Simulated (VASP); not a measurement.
Input of a VASP 6.6.1 run:

INCAR

```
PREC = Accurate
ENCUT = 600
EDIFF = 1E-7
ISMEAR = 0
SIGMA = 0.15
LREAL = False
LASPH = True
NELM = 200
ALGO = Normal
ISIF = 3
LWAVE = False
LCHARG = False
ISPIN = 2
MAGMOM = 0 1 0 0
LORBIT = 11
LMAXMIX = 6
GGA = PE
IBRION = 2
NSW = 36
EDIFFG = -0.08
GGA_COMPAT = False
NELMIN = 4
```

The input KPOINTS:

```
Automatic mesh
0
Gamma
  4 4 3
```

Contents of POSCAR:

```
HoMoN2
1.0
    3.9056945200      0.0000000000      0.0000000000
   -1.9528472600      3.3824306700      0.0000000000
    0.0000000000      0.0000000000      5.1410583200
Ho Mo N
1 1 2
Direct
    0.0000000000      0.0000000000      0.0000000000
    0.0000000000      0.0000000000      0.5000000000
    0.3333333300      0.6666666700      0.0000000000
    0.6666666700      0.3333333300      0.0000000000
```

Potentials or basis: VASP PAW PBE potentials, release 64 (Ho_3, Mo_sv, N), 4f in core.

Command:

```sh
$ cat potpaw_PBE.64/Ho_3/POTCAR potpaw_PBE.64/Mo_sv/POTCAR potpaw_PBE.64/N/POTCAR > POTCAR
$ mpirun -np 1 vasp_std > vasp.out
```

Question: Estimate the site moments.

Answer: Ho +0.16; Mo +3.72; N +0.36 μB.

Question: What does it give for the space group after relaxing (to 0.1 Å)?

Answer: P6/mmm (No. 191).

Stress tensor (GPa, compression positive):
```
0.17 0.00 0.00
0.00 0.17 0.00
0.00 0.00 0.41
```

Caveat: the k points lie up to 0.46 Å⁻¹ apart in the final cell; the magnetic or orbital state may not be the lowest.
